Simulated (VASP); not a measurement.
Ge: single point with r2SCAN

Crystal: Ge.

```
CELL_PARAMETERS angstrom
0.00000 2.83254 2.83254
2.83254 0.00000 2.83254
2.83254 2.83254 0.00000
ATOMIC_POSITIONS crystal
Ge 0.00000 0.00000 0.00000
Ge 0.25000 0.25000 0.25000
```

- Program: VASP 6.6.1
- Task: single point
- Functional: r2SCAN
- Potentials or basis: VASP PAW PBE potentials, release 64 (Ge_d)
- Cutoff: 520 eV
- k mesh: 10 × 10 × 10
- Occupations: fermi-dirac, width 0.1 eV
- Spin: no spin polarisation
- Dipole correction: no
- Further INCAR settings: ALGO = Normal; EDIFF = 1e-06; NBANDS = 21

The pressure is 0.4 GPa and the band gap on the k mesh is 0.37 eV, direct.

Levels at points of the mesh, in eV from the valence-band top:
| k point | band 11 | band 12 | band 13 | band 14 | band 15 | band 16 | band 17 | band 18 |
| --- | --- | --- | --- | --- | --- | --- | --- | --- |
| (0.00, 0.00, 0.00) | -13.27 | 0.00 | 0.00 | 0.00 | 0.37 | 2.71 | 2.71 | 2.71 |
| (0.50, 0.00, 0.00) | -11.09 | -7.85 | -1.48 | -1.48 | 0.43 | 4.00 | 4.00 | 7.65 |
| (0.50, 0.50, 0.00) | -9.20 | -9.20 | -3.21 | -3.21 | 0.98 | 0.98 | 10.07 | 10.07 |

Wall time 79 s on 1 thread of AMD EPYC 9R45 96-Core Processor (Zen 5) (shared host), peak memory 0.15 GiB.

Caveat: the PAW data sets were made with another functional, which shifts forces and pressure a little. A k mesh can miss the band edges.
